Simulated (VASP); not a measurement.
Write the native input for VASP 6.6.1 that does the following.

- Task: single point
- Functional: PBE
- Potentials or basis: VASP PAW PBE potentials, release 64 (Pb_d, S)
- Cutoff: 520 eV
- k mesh: 7 × 7 × 3
- Occupations: fermi-dirac, width 0.01 eV
- Spin: no spin polarisation
- Dipole correction: no
- Further INCAR settings: ALGO = Normal; EDIFF = 1e-06; NBANDS = 28

The structure of PbS lies in POSCAR:

```
PbS
1.0
    2.9405000000     -2.9000000000      0.0000000000
    2.9405000000      2.9000000000      0.0000000000
   -1.0800500000      0.0000000000     11.8263829000
Pb S
2 2
Direct
    0.7756000000      0.7756000000      0.6363800000
    0.2244000000      0.2244000000      0.3636200000
    0.2684000000      0.2684000000      0.5986000000
    0.7316000000      0.7316000000      0.4014000000
```

This cell differs from its parent crystal: zz strain of +1 %.

The input as run:

INCAR

```
SYSTEM = PbS
ALGO = Normal
EDIFF = 1E-6
ENCUT = 520
GGA = PE
ISIF = 2
ISMEAR = -1
LASPH = .True.
LCHARG = .True.
LELF = .True.
LREAL = .False.
LVHAR = .True.
LWAVE = .False.
NBANDS = 28
NELM = 60
PREC = Accurate
SIGMA = 0.01
```

KPOINTS

```
k-points
0
Gamma
  7 7 3
  0 0 0
```

Potentials or basis: VASP PAW PBE potentials, release 64 (Pb_d, S).

Command:

```bash
$ cat potpaw_PBE.64/Pb_d/POTCAR potpaw_PBE.64/S/POTCAR > POTCAR
$ mpirun -np 1 vasp_std > vasp.out
```

It gave:

The largest force is 0.507 eV/Å and the band gap on the k mesh is 1.23 eV, direct.

Caveat: the cell differs from its parent crystal (zz strain of +1 %); spin-orbit coupling is left out, which moves the levels of the heavy elements.

Run time: 7.9 min on 1 thread of AMD EPYC 7R13 (shared host), peak memory 0.38 GiB.
